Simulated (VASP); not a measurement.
# MnS (Fm-3m) in VASP: further runs

MnS is run at these levels: PBE; tasks: single point, relaxation of cell and atoms.

Program: VASP 6.6.1. These are calculated values, not measurements. Logs are shortened: lines on timing, memory, paths and dates and some standing lists are left out, and cuts for length are marked.

**1. The cell of the first run**

The structure is cubic, space group Fm-3m (No. 225). Conventional cell: a = 5.068 Å, b = 5.068 Å, c = 5.068 Å, α = 90.00°, β = 90.00°, γ = 90.00°. Mn (site symmetry m-3m) has 6 S at 2.53 Å within 3.3 Å. S (site symmetry m-3m) has 6 Mn at 2.53 Å within 3.3 Å.

**2. Single point, PBE, collinear spin, ferromagnetic start**

INCAR

```
  PREC = Accurate
  ENCUT = 520
  EDIFF = 1E-6
  ISMEAR = -1
  SIGMA = 0.05
  LREAL = F
  LASPH = T
  NELM = 150
  ALGO = Normal
  ISIF = 2
  LWAVE = F
  LCHARG = F
  ISPIN = 2
  MAGMOM = 4 0
  LORBIT = 11
  LMAXMIX = 4
  GGA = PE
  NBANDS = 20
```

KPOINTS

```
Automatic mesh
0
Gamma
  7 7 7
```

POSCAR

```
MnS
1.0
    0.0000000000      2.5338034363      2.5338034363
    2.5338034363      0.0000000000      2.5338034363
    2.5338034363      2.5338034363      0.0000000000
Mn S
1 1
Direct
    0.0000000000      0.0000000000      0.0000000000
    0.5000000000      0.5000000000      0.5000000000
```

Potentials or basis: VASP PAW PBE potentials, release 64 (Mn_pv, S).

Command:

```bash
> cat potpaw_PBE.64/Mn_pv/POTCAR potpaw_PBE.64/S/POTCAR > POTCAR
> mpirun -np 1 vasp_std > vasp.out
```

OUTCAR:

```text
PREC = Accurate
   ENCUT = 520
   EDIFF = 1E-6
   ISMEAR = -1
   LREAL = F
   LASPH = T
   NELM = 150
   ISIF = 2
   ISPIN = 2
   LORBIT = 11
   GGA = PE

 ion  position               nearest neighbor table
   1  0.000  0.000  0.000-   2 2.53   2 2.53   2 2.53   2 2.53   2 2.53   2 2.53
   2  0.500  0.500  0.500-   1 2.53   1 2.53   1 2.53   1 2.53   1 2.53   1 2.53

  LATTYP: Found a face centered cubic cell.
 ALAT       =     5.0676068726

  Lattice vectors:

 A1 = (   0.0000000000,   2.5338034363,   2.5338034363)
 A2 = (   2.5338034363,   0.0000000000,   2.5338034363)
 A3 = (   2.5338034363,   2.5338034363,   0.0000000000)

Analysis of symmetry for initial positions (statically):
=====================================================================
 Subroutine PRICEL returns:
 Original cell was already a primitive cell.

 Routine SETGRP: Setting up the symmetry group for a
 face centered cubic supercell.

 Subroutine GETGRP returns: Found 48 space group operations
 (whereof 48 operations were pure point group operations)
 out of a pool of 48 trial point group operations.

The static configuration has the point symmetry O_h .

Analysis of symmetry for dynamics (positions and initial velocities):
=====================================================================
 Subroutine PRICEL returns:
 Original cell was already a primitive cell.

 Routine SETGRP: Setting up the symmetry group for a
 face centered cubic supercell.

 Subroutine GETGRP returns: Found 48 space group operations
 (whereof 48 operations were pure point group operations)
 out of a pool of 48 trial point group operations.

The dynamic configuration has the point symmetry O_h .

Analysis of structural, dynamic, and magnetic symmetry:
=====================================================================
 Subroutine PRICEL returns:
 Original cell was already a primitive cell.

 Routine SETGRP: Setting up the symmetry group for a
 face centered cubic supercell.

 Subroutine GETGRP returns: Found 48 space group operations
 (whereof 48 operations were pure point group operations)
 out of a pool of 48 trial point group operations.

The overall configuration has the point symmetry O_h .

 Subroutine INISYM returns: Found 48 space group operations
 (whereof 48 operations are pure point group operations),
 and found     1 'primitive' translations

----------------------------------------------------------------------------------------

                                     Primitive cell

  volume of cell :      32.5348

  direct lattice vectors                    reciprocal lattice vectors
     0.000000000  2.533803436  2.533803436    -0.197331803  0.197331803  0.197331803
     2.533803436  0.000000000  2.533803436     0.197331803 -0.197331803  0.197331803
     2.533803436  2.533803436  0.000000000     0.197331803  0.197331803 -0.197331803

  length of vectors
     3.583339184  3.583339184  3.583339184     0.341788708  0.341788708  0.341788708

  position of ions in fractional coordinates (direct lattice)
     0.000000000  0.000000000  0.000000000
     0.500000000  0.500000000  0.500000000

  ion indices of the primitive-cell ions
   primitive index   ion index
                 1           1
                 2           2

----------------------------------------------------------------------------------------

 KPOINTS: Automatic mesh

Automatic generation of k-mesh.
 Grid dimensions read from file:
 generate k-points for:    7    7    7

 Generating k-lattice:

  Cartesian coordinates                     Fractional coordinates (reciprocal lattice)
    -0.028190258  0.028190258  0.028190258     0.142857143  0.000000000  0.000000000
     0.028190258 -0.028190258  0.028190258     0.000000000  0.142857143  0.000000000
     0.028190258  0.028190258 -0.028190258     0.000000000  0.000000000  0.142857143

  Length of vectors
     0.048826958  0.048826958  0.048826958

  Shift w.r.t. Gamma in fractional coordinates (k-lattice)
     0.000000000  0.000000000  0.000000000

 Subroutine IBZKPT returns following result:
 ===========================================

 Found     20 irreducible k-points:

 Following reciprocal coordinates:
            Coordinates               Weight
  0.000000  0.000000  0.000000      1.000000
  0.142857  0.000000  0.000000      8.000000
  0.285714  0.000000  0.000000      8.000000
  0.428571  0.000000  0.000000      8.000000
  0.142857  0.142857  0.000000      6.000000
  0.285714  0.142857  0.000000     24.000000
[... 12 lines left out ...]
 -0.428571  0.428571  0.142857     24.000000
 -0.285714  0.428571  0.142857     24.000000
   k-points           NKPTS =     20   k-points in BZ     NKDIM =     20   number of bands    NBANDS=     20
   number of dos      NEDOS =    301   number of ions     NIONS =      2
   total plane-waves  NPLWV =  21952
   dimension x,y,z NGX =    28 NGY =   28 NGZ =   28
   dimension x,y,z NGXF=    56 NGYF=   56 NGZF=   56
   ions per type =               1   1
   NGX,Y,Z   is equivalent  to a cutoff of  12.99, 12.99, 12.99 a.u.
   NGXF,Y,Z  is equivalent  to a cutoff of  25.98, 25.98, 25.98 a.u.
 SYSTEM =  unknown system
   PREC   = accura    normal or accurate (medium, high low for compatibility)
   ISTART =      0    job   : 0-new  1-cont  2-samecut
   ICHARG =      2    charge: 1-file 2-atom 10-const
   ISPIN  =      2    spin polarized calculation?
   LNONCOLLINEAR =      F non collinear calculations
   LSORBIT =      F    spin-orbit coupling
   LASPH  =      T    aspherical Exc in radial PAW
   ENCUT  =  520.0 eV  38.22 Ry    6.18 a.u.   6.66  6.66  6.66*2*pi/ulx,y,z
   NELM   =    150;   NELMIN=  2; NELMDL= -5     # of ELM steps
   EDIFF  = 0.1E-05   stopping-criterion for ELM
   LREAL  =      F    real-space projection
   EDIFFG = 0.1E-04   stopping-criterion for IOM
   NSW    =      0    number of steps for IOM
   IBRION =     -1    ionic relax: 0-MD 1-quasi-New 2-CG
   NFREE  =      0    steps in history (QN), initial steepest desc. (CG)
   ISIF   =      2    stress and relaxation
   ISYM   =      2    0-nonsym 1-usesym 2-fastsym
   POTIM  = 0.5000    time-step for ionic-motion
   TEBEG  =    0.0;   TEEND  =   0.0 temperature during run
   PSTRESS=    0.0 pullay stress
   NELECT =      19.0000    total number of electrons
   NUPDOWN=      -1.0000    fix difference up-down
   EMIN   =  10.00;   EMAX   =-10.00  energy-range for DOS
   EFERMI =   0.00;   METHOD = LEGACY
   ISMEAR =    -1;   SIGMA  =   0.05  broadening in eV -4-tet -1-fermi 0-gaus
   EFERMI_NEDOS =   21; number of points for ismear=-14 and -15
   IALGO  =     38    algorithm
   IMIX   =      4    mixing-type and parameters
     AMIX     =   0.40;   BMIX     =  1.00
     AMIX_MAG =   1.60;   BMIX_MAG =  1.00
  volume/ion in A,a.u.               =      16.27       109.78
  Fermi-wavevector in a.u.,A,eV,Ry     =   1.368390  2.585881 25.476776  1.872490
  Thomas-Fermi vector in A             =   2.494358
   LORBIT       =     11    0 simple, 1 ext, 2 COOP (PROOUT), +10 PAW based schemes
   GGA     = PE    functional components
   LHFCALC =     F    Hartree Fock is set to
   AEXX    =    0.0000 exact exchange contribution
   IVDW    =     0    specifies the selected vdW correction
   LEPSILON=     F    determine dielectric tensor
   LRPA    =     F    only Hartree local field effects (RPA)
 spin polarized calculation
  energy-cutoff  :      520.00
  volume of cell :       32.53
 maximum number of plane-waves:       893
   NGX = 13   NGY = 13   NGZ = 13

 number of electron      19.0000014 magnetization       4.5178754

 Free energy of the ion-electron system (eV)
  ---------------------------------------------------
  ext. energy  EPLUGINS =         0.00000000
  ---------------------------------------------------
  free energy    TOTEN  =       -14.08970712 eV

  energy without entropy =      -14.08076087  energy(sigma->0) =      -14.08523400

 E-fermi :   7.5591     XC(G=0): -11.0603

 val. band max:        7.5536126553   @ k =   0.2857   0.1429   0.0000
 cond. band min:       7.6615163792   @ k =   0.0000   0.0000   0.0000
 fundamental gap:      0.1079037239
 Fermi energy:         7.5591445319

 spin component 1

 k-point     1 :       0.0000    0.0000    0.0000
  band No.  band energies     occupation
      1     -43.0086      1.00000
      2     -43.0086      1.00000
      3     -43.0086      1.00000
      4      -7.5811      1.00000
      5       4.1723      1.00000
      6       4.1723      1.00000
[... 12 lines left out ...]
     19      19.7607      0.00000
     20      20.5659      0.00000

 k-point     2 :       0.1429    0.0000    0.0000
  band No.  band energies     occupation
      1     -43.0109      1.00000
      2     -43.0089      1.00000
      3     -43.0089      1.00000
      4      -7.3506      1.00000
      5       3.4666      1.00000
      6       3.6446      1.00000
[... 12 lines left out ...]
     19      19.4325      0.00000
     20      21.3959      0.00000

 k-point     3 :       0.2857    0.0000    0.0000
  band No.  band energies     occupation
      1     -43.0161      1.00000
      2     -43.0097      1.00000
      3     -43.0097      1.00000
      4      -6.7445      1.00000
      5       1.6215      1.00000
      6       2.8957      1.00000
[... 12 lines left out ...]
     19      19.4390      0.00000
     20      24.9790      0.00000

 k-point     4 :       0.4286    0.0000    0.0000
  band No.  band energies     occupation
      1     -43.0203      1.00000
      2     -43.0103      1.00000
      3     -43.0103      1.00000
      4      -6.1127      1.00000
      5       0.2014      1.00000
      6       2.4799      1.00000
[... 334 lines left out ...]
     19      23.0705      0.00000
     20      24.1935      0.00000

 k-point    19 :      -0.4286    0.4286    0.1429
  band No.  band energies     occupation
      1     -43.0185      1.00000
      2     -43.0143      1.00000
      3     -43.0130      1.00000
      4      -5.8806      1.00000
      5       1.2666      1.00000
      6       2.5691      1.00000
[... 12 lines left out ...]
     19      23.1994      0.00000
     20      23.8541      0.00000

 k-point    20 :      -0.2857    0.4286    0.1429
  band No.  band energies     occupation
      1     -43.0170      1.00000
      2     -43.0164      1.00000
      3     -43.0128      1.00000
      4      -5.7836      1.00000
      5       1.5644      1.00000
      6       1.7206      1.00000
[... 12 lines left out ...]
     19      23.6761      0.00000
     20      25.0762      0.00000
 Fermi energy:         7.5591445319

 spin component 2

 k-point     1 :       0.0000    0.0000    0.0000
  band No.  band energies     occupation
      1     -38.6524      1.00000
      2     -38.6524      1.00000
      3     -38.6524      1.00000
      4      -7.2829      1.00000
      5       5.8260      1.00000
      6       5.8260      1.00000
[... 12 lines left out ...]
     19      20.8311      0.00000
     20      22.2267      0.00000

 k-point     2 :       0.1429    0.0000    0.0000
  band No.  band energies     occupation
      1     -38.6555      1.00000
      2     -38.6528      1.00000
      3     -38.6528      1.00000
      4      -7.0610      1.00000
      5       4.4166      1.00000
      6       5.1959      1.00000
[... 12 lines left out ...]
     19      20.0522      0.00000
     20      22.6224      0.00000

 k-point     3 :       0.2857    0.0000    0.0000
  band No.  band energies     occupation
      1     -38.6625      1.00000
      2     -38.6537      1.00000
      3     -38.6537      1.00000
      4      -6.4826      1.00000
      5       2.3149      1.00000
      6       4.3879      1.00000
[... 12 lines left out ...]
     19      20.6412      0.00000
     20      25.4525      0.00000

 k-point     4 :       0.4286    0.0000    0.0000
  band No.  band energies     occupation
      1     -38.6681      1.00000
      2     -38.6545      1.00000
      3     -38.6545      1.00000
      4      -5.8915      1.00000
      5       0.8708      1.00000
      6       3.9367      1.00000
[... 337 lines left out ...]
 k-point    19 :      -0.4286    0.4286    0.1429
  band No.  band energies     occupation
      1     -38.6654      1.00000
      2     -38.6599      1.00000
      3     -38.6582      1.00000
      4      -5.6224      1.00000
      5       1.7710      1.00000
      6       3.2909      1.00000
[... 12 lines left out ...]
     19      23.8404      0.00000
     20      24.5836      0.00000

 k-point    20 :      -0.2857    0.4286    0.1429
  band No.  band energies     occupation
      1     -38.6635      1.00000
      2     -38.6627      1.00000
      3     -38.6579      1.00000
      4      -5.5353      1.00000
      5       2.2333      1.00000
      6       2.2386      1.00000
[... 12 lines left out ...]
     19      24.2342      0.00000
     20      25.7009      0.00000

------------------------ aborting loop because EDIFF is reached ----------------------------------------

  FORCE on cell =-STRESS in cart. coord.  units (eV):
  Direction    XX          YY          ZZ          XY          YZ          ZX
  --------------------------------------------------------------------------------------
  -------------------------------------------------------------------------------------
  Total        0.4122388      0.4122388      0.4122388      0.0000000      0.0000000     -0.0000000
  in kB       20.3006869     20.3006869     20.3006869      0.0000000      0.0000000     -0.0000000
  external PRESSURE =      20.3006869 kB  Pullay stress =       0.0000000 kB

 VOLUME and BASIS-vectors are now :
 -----------------------------------------------------------------------------
  energy-cutoff  :      520.00
  volume of cell :       32.53
      direct lattice vectors                 reciprocal lattice vectors
     0.000000000  2.533803436  2.533803436    -0.197331803  0.197331803  0.197331803
     2.533803436  0.000000000  2.533803436     0.197331803 -0.197331803  0.197331803
     2.533803436  2.533803436  0.000000000     0.197331803  0.197331803 -0.197331803

 POSITION                                       TOTAL-FORCE (eV/Angst)
 -----------------------------------------------------------------------------------
      0.00000      0.00000      0.00000         0.000000      0.000000      0.000000
      2.53380      2.53380      2.53380        -0.000000      0.000000     -0.000000
 -----------------------------------------------------------------------------------
    total drift:                               -0.000000      0.000000      0.000000

  FREE ENERGIE OF THE ION-ELECTRON SYSTEM (eV)
  ---------------------------------------------------
  free  energy   TOTEN  =       -14.0897071168 eV

  energy  without entropy=      -14.0807608749  energy(sigma->0) =      -14.08523400

 total charge

# of ion       s       p       d       tot
------------------------------------------
    1        0.230   6.189   4.968  11.387
    2        1.329   2.418   0.000   3.746
--------------------------------------------------
tot          1.558   8.607   4.968  15.134

 magnetization (x)

# of ion       s       p       d       tot
------------------------------------------
    1        0.053   0.043   4.009   4.105
    2        0.028   0.067   0.000   0.096
--------------------------------------------------
tot          0.082   0.110   4.009   4.201
```

Wall time 71 s (1 thread of Intel Xeon 8259CL, shared host); peak memory 0.18 GiB.

What came out:

```
Free energy                                           : -14.0897 eV
Pressure                                              : 2.0 GPa
Net moment                                            : 4.52 μB per cell
Site moments                                          : Mn +4.11; S +0.10 μB
Valence electrons inside the program's atomic spheres : Mn 11.39; S 3.75
```

Caveat: a cell with one magnetic atom can't hold antiferromagnetic order, which such compounds often take; semilocal functionals often make such compounds metallic where correlation or magnetic order opens a gap, which also shifts bond lengths. With open d or f shells a metallic result of PBE can be an artefact of self-interaction; +U or a hybrid may open a gap.

(Continued in part 2 of 3.)
